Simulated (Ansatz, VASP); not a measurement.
**One calculation of Ni, two programs**

File INCAR:

```
PREC     = Accurate       # precision mode
ENCUT    = 520            # plane-wave cutoff, eV
EDIFF    = 1E-7           # SCF threshold, eV
ISMEAR   = -1             # smearing method
SIGMA    = 0.1            # smearing width, eV
LREAL    = F              # projectors in reciprocal space
LASPH    = T              # aspherical terms in the spheres
NELM     = 150            # most SCF steps
ALGO     = Normal         # electronic algorithm
ISIF     = 2              # what is computed and relaxed
LWAVE    = F              # write WAVECAR
LCHARG   = F              # write CHGCAR
ISPIN    = 2              # spin polarisation
MAGMOM   = 0.2            # initial moments
LORBIT   = 11             # projections on sites
LMAXMIX  = 4              # l up to which the mixer works
GGA      = PE             # functional
NBANDS   = 15             # bands
```

File KPOINTS:

```
regular mesh
0
Gamma
  12 12 12
```

File POSCAR:

```
Ni
1.0
    0.0000000000      1.7668500000      1.7668500000
    1.7668500000      0.0000000000      1.7668500000
    1.7668500000      1.7668500000      0.0000000000
Ni
1
Direct
    0.0000000000      0.0000000000      0.0000000000
```

Input for Ansatz:

```yaml
crystal:
  lattice:
    - [0.0, 1.76685, 1.76685]
    - [1.76685, 0.0, 1.76685]
    - [1.76685, 1.76685, 0.0]
  atoms:
    - { symbol: Ni, position: [0.0, 0.0, 0.0], spin: 0.2 }
magnetization:
  spin_polarized: true
hamiltonian:
  xc: pbe
  pseudopotentials: { kind: paw }
basis:
  ecutwfc: 420
kpoints:
  mp_grid: { grid: [12, 12, 12] }
scf:
  occupations: { method: fermi_dirac, width: 0.1 }
  lower_state_search: "off"
output:
  forces: true
  stress: true
```

Change from the starting cell: parallel moments scaled by 0.1, free total moment.

Alike in both runs: task single point; functional PBE; k mesh 12 × 12 × 12; occupations fermi-dirac, width 0.1 eV; collinear spin.

|  | VASP | Ansatz |
| --- | --- | --- |
| version | VASP 6.6.1 | Ansatz 0.2.0 |
| potentials or method | VASP PAW PBE potentials, release 64 (Ni), cutoff 520 eV | PAW, plane waves, scalar-relativistic |
| valence electrons in the cell | 10 | 18 |

|  | VASP | Ansatz | Ansatz less VASP |
| --- | --- | --- | --- |
| pressure (GPa) | -2.0 | -2.0 | +0.06 |
| net moment per atom (μB) | 0.64 | 0.65 | +0.018 |
| size of the moment on the site where the two differ most (μB) | 0.65 | 0.69 | +0.045 |

Site moments also hang on the region over which each program counts them. VASP's potentials hold 10 valence electrons a cell and Ansatz's 18, so a difference there can come from the potentials and not from the codes.
